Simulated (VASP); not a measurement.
# BeS5 (F-43m) in VASP: notebook, part 2 of 2

VASP 6.6.1.

**3. Single point, PBE**

This run uses another cell than the first one, of 16.28 Å³/atom.

The input, INCAR:

```
ALGO = Normal
EDIFF = 1E-6
ENCUT = 520
GGA = PE
ISIF = 2
ISMEAR = 0
LASPH = T
LCHARG = F
LREAL = F
LWAVE = F
NBANDS = 25
NELM = 60
PREC = Accurate
SIGMA = 0.1
```

The input, KPOINTS:

```
k-points
0
Gamma
  10 10 10
```

The input, POSCAR:

```
BeS5
1.0
    0.0000000000      3.6555851071      3.6555851071
    3.6555851071      0.0000000000      3.6555851071
    3.6555851071      3.6555851071      0.0000000000
Be S
1 5
Direct
    0.0000000000      0.0000000000      0.0000000000
    0.6261293498      0.6261293498      0.6261293498
    0.1216119506      0.6261293498      0.6261293498
    0.6261293498      0.6261293498      0.1216119506
    0.6261293498      0.1216119506      0.6261293498
    0.2500000000      0.2500000000      0.2500000000
```

Potentials or basis: VASP PAW PBE potentials, release 64 (Be, S).

Run with:

```
$ cat potpaw_PBE.64/Be/POTCAR potpaw_PBE.64/S/POTCAR > POTCAR
$ mpirun -np 1 vasp_std > vasp.out
```

OUTCAR:

```text
EDIFF = 1E-6
   ENCUT = 520
   GGA = PE
   ISIF = 2
   ISMEAR = 0
   LASPH = T
   LREAL = F
   NELM = 60
   PREC = Accurate

 ion  position               nearest neighbor table
   1  0.000  0.000  0.000-
   2  0.626  0.626  0.626-   3 2.56   4 2.56   5 2.56   4 2.61   5 2.61   3 2.61
   3  0.122  0.626  0.626-   2 2.56   4 2.56   5 2.56   2 2.61   4 2.61   5 2.61
   4  0.626  0.626  0.122-   2 2.56   3 2.56   5 2.56   2 2.61   5 2.61   3 2.61
   5  0.626  0.122  0.626-   2 2.56   3 2.56   4 2.56   4 2.61   2 2.61   3 2.61
   6  0.250  0.250  0.250-

  LATTYP: Found a face centered cubic cell.
 ALAT       =     7.3111702142

  Lattice vectors:

 A1 = (   0.0000000000,   3.6555851071,   3.6555851071)
 A2 = (   3.6555851071,   0.0000000000,   3.6555851071)
 A3 = (   3.6555851071,   3.6555851071,   0.0000000000)

Analysis of symmetry for initial positions (statically):
=====================================================================
 Subroutine PRICEL returns:
 Original cell was already a primitive cell.

 Routine SETGRP: Setting up the symmetry group for a
 face centered cubic supercell.

 Subroutine GETGRP returns: Found 24 space group operations
 (whereof 24 operations were pure point group operations)
 out of a pool of 48 trial point group operations.

The static configuration has the point symmetry T_d .

Analysis of symmetry for dynamics (positions and initial velocities):
=====================================================================
 Subroutine PRICEL returns:
 Original cell was already a primitive cell.

 Routine SETGRP: Setting up the symmetry group for a
 face centered cubic supercell.

 Subroutine GETGRP returns: Found 24 space group operations
 (whereof 24 operations were pure point group operations)
 out of a pool of 48 trial point group operations.
[... 127 lines left out ...]
   IMIX   =      4    mixing-type and parameters
     AMIX     =   0.40;   BMIX     =  1.00
     AMIX_MAG =   1.60;   BMIX_MAG =  1.00
  volume/ion in A,a.u.               =      16.28       109.89
  Fermi-wavevector in a.u.,A,eV,Ry     =   1.128473  2.132505 17.326364  1.273452
  Thomas-Fermi vector in A             =   2.265163
   LORBIT       =      0    0 simple, 1 ext, 2 COOP (PROOUT), +10 PAW based schemes
   GGA     = PE    functional components
   LHFCALC =     F    Hartree Fock is set to
   AEXX    =    0.0000 exact exchange contribution
   IVDW    =     0    specifies the selected vdW correction
   LEPSILON=     F    determine dielectric tensor
   LRPA    =     F    only Hartree local field effects (RPA)
 non-spin polarized calculation
 Gauss-broadening in eV      SIGMA  =   0.10
  energy-cutoff  :      520.00
  volume of cell :       97.70
 maximum number of plane-waves:      2685
   NGX = 19   NGY = 19   NGZ = 19

 number of electron      31.9999995 magnetization

 Free energy of the ion-electron system (eV)
  ---------------------------------------------------
  ext. energy  EPLUGINS =         0.00000000
  ---------------------------------------------------
  free energy    TOTEN  =       -16.65417290 eV

  energy without entropy =      -16.61658374  energy(sigma->0) =      -16.63537832

 E-fermi :   6.6251     XC(G=0): -10.5236

 val. band max:        6.6230954970   @ k =  -0.4000   0.2000   0.1000
 cond. band min:       6.6527596341   @ k =  -0.3000   0.4000   0.2000
 fundamental gap:      0.0296641370
 Fermi energy:         6.6250798442

 k-point     1 :       0.0000    0.0000    0.0000
  band No.  band energies     occupation
      1     -10.3529      2.00000
      2      -5.1382      2.00000
      3      -5.1382      2.00000
      4      -5.1382      2.00000
      5      -4.9033      2.00000
      6      -2.3029      2.00000
[... 661 lines left out ...]
     24      10.5628      0.00000
     25      14.5050      0.00000

 [... further k-points ...]

------------------------ aborting loop because EDIFF is reached ----------------------------------------

  FORCE on cell =-STRESS in cart. coord.  units (eV):
  Direction    XX          YY          ZZ          XY          YZ          ZX
  --------------------------------------------------------------------------------------
  -------------------------------------------------------------------------------------
  Total       -0.0633573     -0.0633573     -0.0633573     -0.0000000     -0.0000000      0.0000000
  in kB       -1.0389793     -1.0389793     -1.0389793     -0.0000000     -0.0000000      0.0000000
  external PRESSURE =      -1.0389793 kB  Pullay stress =       0.0000000 kB

 VOLUME and BASIS-vectors are now :
 -----------------------------------------------------------------------------
  energy-cutoff  :      520.00
  volume of cell :       97.70
      direct lattice vectors                 reciprocal lattice vectors
     0.000000000  3.655585107  3.655585107    -0.136777010  0.136777010  0.136777010
     3.655585107  0.000000000  3.655585107     0.136777010 -0.136777010  0.136777010
     3.655585107  3.655585107  0.000000000     0.136777010  0.136777010 -0.136777010

 POSITION                                       TOTAL-FORCE (eV/Angst)
 -----------------------------------------------------------------------------------
      0.00000      0.00000      0.00000         0.000000     -0.000000     -0.000000
      4.57774      4.57774      4.57774         0.006430      0.006430      0.006430
      4.57774      2.73343      2.73343         0.006430     -0.006430     -0.006430
      2.73343      2.73343      4.57774        -0.006430     -0.006430      0.006430
      2.73343      4.57774      2.73343        -0.006430      0.006430     -0.006430
      1.82779      1.82779      1.82779         0.000000     -0.000000      0.000000
 -----------------------------------------------------------------------------------
    total drift:                               -0.000000     -0.000000     -0.000000

  FREE ENERGIE OF THE ION-ELECTRON SYSTEM (eV)
  ---------------------------------------------------
  free  energy   TOTEN  =       -16.6541729003 eV

  energy  without entropy=      -16.6165837392  energy(sigma->0) =      -16.63537832
```

OSZICAR:

```text
N       E                     dE             d eps       ncg     rms          rms(c)
DAV:   1     0.144823324100E+03    0.14482E+03   -0.14164E+04  2350   0.113E+03
DAV:   2    -0.645189269727E+01   -0.15128E+03   -0.13864E+03  3122   0.192E+02
DAV:   3    -0.170720186828E+02   -0.10620E+02   -0.10283E+02  2900   0.563E+01
DAV:   4    -0.172506889035E+02   -0.17867E+00   -0.17788E+00  2612   0.864E+00
DAV:   5    -0.172550775800E+02   -0.43887E-02   -0.43859E-02  2852   0.130E+00    0.203E+01
DAV:   6    -0.170381741723E+02    0.21690E+00   -0.24620E+00  2904   0.763E+00    0.139E+01
DAV:   7    -0.166999068110E+02    0.33827E+00   -0.84853E-01  2980   0.486E+00    0.905E+00
DAV:   8    -0.166574482391E+02    0.42459E-01   -0.13242E-01  2765   0.209E+00    0.508E-01
DAV:   9    -0.166546555748E+02    0.27927E-02   -0.26113E-02  2730   0.773E-01    0.470E-01
DAV:  10    -0.166541546442E+02    0.50093E-03   -0.20314E-03  2559   0.276E-01    0.161E-01
DAV:  11    -0.166541690786E+02   -0.14434E-04   -0.26220E-04  2634   0.857E-02    0.581E-02
DAV:  12    -0.166541720212E+02   -0.29426E-05   -0.25470E-05  2728   0.275E-02    0.101E-02
DAV:  13    -0.166541729003E+02   -0.87909E-06   -0.33662E-06  2412   0.113E-02
   1 F= -.16654173E+02 E0= -.16635378E+02  d E =-.375892E-01
```

It took 2.6 min on 1 thread of Intel Xeon 8259CL, shared host; peak memory 0.28 GiB.

Results:

| Quantity | Value |
| --- | --- |
| Free energy | -16.6542 eV |
| Pressure | -0.1 GPa |
| Largest force | 0.011 eV/Å |
| Band gap on the k mesh | zero (bands 16 and 17 overlap by 1.89 eV) |

Forces on the atoms (eV/Å):
```
Be   0.000  0.000  0.000
S    0.006  0.006  0.006
S    0.006 -0.006 -0.006
S   -0.006 -0.006  0.006
S   -0.006  0.006 -0.006
S    0.000  0.000  0.000
```

**4. Relaxation of cell and atoms, PBE**

This run uses another cell than the first one, of 16.80 Å³/atom.

The input, INCAR:

```
PREC     = Accurate       # precision mode
ENCUT    = 600            # plane-wave cutoff, eV
EDIFF    = 1E-6           # SCF threshold, eV
ISMEAR   = 0              # smearing method
SIGMA    = 0.1            # smearing width, eV
LREAL    = F              # projectors in reciprocal space
LASPH    = T              # aspherical terms in the spheres
NELM     = 80             # most SCF steps
ALGO     = Normal         # electronic algorithm
ISIF     = 3              # what is computed and relaxed
LWAVE    = F              # write WAVECAR
LCHARG   = F              # write CHGCAR
GGA      = PE             # functional
IBRION   = 2              # ionic algorithm
NSW      = 100            # ionic steps
EDIFFG   = -0.01          # ionic threshold
```

The input, KPOINTS:

```
Automatic mesh
0
Gamma
  10 10 10
```

The input, POSCAR:

```
BeS5
1.0
    0.0000000000      3.6938626861      3.6938626861
    3.6938626861      0.0000000000      3.6938626861
    3.6938626861      3.6938626861      0.0000000000
Be S
1 5
Direct
    0.0000000000      0.0000000000      0.0000000000
    0.6248789193      0.6248789193      0.6248789193
    0.1253632420      0.6248789193      0.6248789193
    0.6248789193      0.6248789193      0.1253632420
    0.6248789193      0.1253632420      0.6248789193
    0.2500000000      0.2500000000      0.2500000000
```

Run with:

```
$ cat potpaw_PBE.64/Be/POTCAR potpaw_PBE.64/S/POTCAR > POTCAR
$ mpirun -np 1 vasp_std > vasp.out
```

Wall time 11 min (1 thread of Intel Xeon 8259CL, shared host); peak memory 0.32 GiB.

The run converged. Its results:

| Property | Result |
| --- | --- |
| Free energy | -16.6558 eV |
| Relaxed volume | 16.26 Å³/atom |
| Relaxed cell | a = 5.168 Å, b = 5.168 Å, c = 5.168 Å, α = 60.00°, β = 60.00°, γ = 60.00° |
| Space group after relaxing (to 0.1 Å) | F-43m (No. 216) |
| Energy gained by relaxing | 3.7 meV/atom |
| Ionic steps | 7 |
| Pressure after relaxing | 0.0 GPa |
| Largest force after relaxing | 0.008 eV/Å |
| Band gap on the k mesh | zero (bands 16 and 17 overlap by 1.90 eV) |

Forces on the atoms (eV/Å):
```
Be   0.000  0.000  0.000
S    0.005  0.005  0.005
S    0.005 -0.005 -0.005
S   -0.005 -0.005  0.005
S   -0.005  0.005 -0.005
S    0.000  0.000  0.000
```

The path:
```tsv
step	energy change (eV)	largest force (eV/Å)	pressure (GPa)	volume (Å³)
1	0.0000	0.0152	-2.05	100.80
2	-0.0212	0.0182	-0.06	97.70
3	-0.0212	0.0182	-0.03	97.61
4	-0.0213	0.0172	-0.02	97.60
5	-0.0214	0.0158	-0.01	97.60
6	-0.0217	0.0124	0.00	97.59
7	-0.0222	0.0082	0.04	97.58
```

Final structure:
```cif
data_structure
_symmetry_space_group_name_H-M 'P 1'
_symmetry_Int_Tables_number 1
_cell_length_a 5.1676
_cell_length_b 5.1676
_cell_length_c 5.1676
_cell_angle_alpha 60.000
_cell_angle_beta 60.000
_cell_angle_gamma 60.000
_cell_volume 97.58
loop_
_atom_site_label
_atom_site_type_symbol
_atom_site_fract_x
_atom_site_fract_y
_atom_site_fract_z
_atom_site_occupancy
Be1 Be 0.00000 0.00000 0.00000 1
S1 S 0.62646 0.62646 0.62646 1
S2 S 0.12063 0.62646 0.62646 1
S3 S 0.62646 0.62646 0.12063 1
S4 S 0.62646 0.12063 0.62646 1
S5 S 0.25000 0.25000 0.25000 1
```

Levels at points of the mesh, in eV from the Fermi level:
| k point | band 13 | band 14 | band 15 | band 16 | band 17 | band 18 | band 19 | band 20 |
| --- | --- | --- | --- | --- | --- | --- | --- | --- |
| (0.00, 0.00, 0.00) | -2.13 | -2.13 | -1.14 | 1.66 | 1.66 | 1.66 | 2.27 | 2.27 |
| (0.50, 0.00, 0.00) | -2.49 | -2.49 | -1.10 | 0.15 | 0.15 | 0.61 | 1.72 | 2.78 |
| (0.50, 0.50, 0.00) | -2.36 | -2.33 | -2.05 | -0.72 | 0.00 | 0.00 | 1.31 | 2.53 |

**5. The runs side by side**

```csv
task,cell,k mesh,cutoff (eV),gap on the mesh (eV),pressure (GPa),relaxed volume (Å³/atom),largest force (eV/Å)
relaxation of cell and atoms,"relaxed from a = 5.627 Å, angles 60.0°, 6 atoms, atomic positions A",4 × 4 × 4,600,none,-0.3,16.80,-
single point,"a = 5.170 Å, angles 60.0°, 6 atoms, atomic positions B",10 × 10 × 10,520,none,-0.1,-,0.01
relaxation of cell and atoms,"relaxed from a = 5.224 Å, angles 60.0°, 6 atoms, atomic positions A",10 × 10 × 10,600,none,0.0,16.26,0.01
```

Alike in all rows: level PBE; potentials or basis VASP PAW PBE potentials, release 64 (Be, S); no spin polarisation; smearing gaussian 0.1 eV.

Caveats: the volume moved by over 15 % at a fixed basis, so the end points are rough (at least some runs).

Absolute energies hang on the potentials; compare differences alone.
